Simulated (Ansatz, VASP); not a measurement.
Two plane-wave programs on SnSe

```
Sn Se
1.0
     4.28621    0.00000    0.00000
     0.00000    6.06162    0.00000
     0.00000    0.00000   25.71553
Sn Se
6 6
Cartesian
  2.1431 3.0308 7.4398
  0.0000 0.0000 9.2895
  2.1431 3.0308 11.9201
  0.0000 0.0000 13.7954
  2.1431 3.0308 16.4260
  0.0000 0.0000 18.2757
  2.1431 0.0000 7.4666
  0.0000 3.0308 9.2598
  2.1431 0.0000 11.9428
  0.0000 3.0308 13.7727
  2.1431 0.0000 16.4558
  0.0000 3.0308 18.2489
```

Alike in both runs: functional PBE; k mesh 8 × 6 × 1; occupations gaussian, width 0.05 eV; no spin polarisation.

Ansatz relaxed the structure, and its values are those at the end. VASP's run is a single point on that final structure, the one shown.

|  | VASP | Ansatz |
| --- | --- | --- |
| version | VASP 6.6.1 | Ansatz 0.2.0 |
| potentials or method | VASP PAW PBE potentials, release 64 (Sn_d, Se), cutoff 520 eV | scalar-relativistic, plane waves, PAW |
| valence electrons in the cell | 120 | 180 |

```tsv
	VASP	Ansatz	Ansatz less VASP
gap on the k mesh at the Fermi level (eV)	0.62	0.63	+0.011
least direct gap on the mesh (eV)	0.67	0.68	+0.006
rms of the force components (eV/Å)	0.007	0.005	-0.0021
```

VASP's potentials hold 120 valence electrons a cell and Ansatz's 180, so a difference there can come from the potentials and not from the codes.
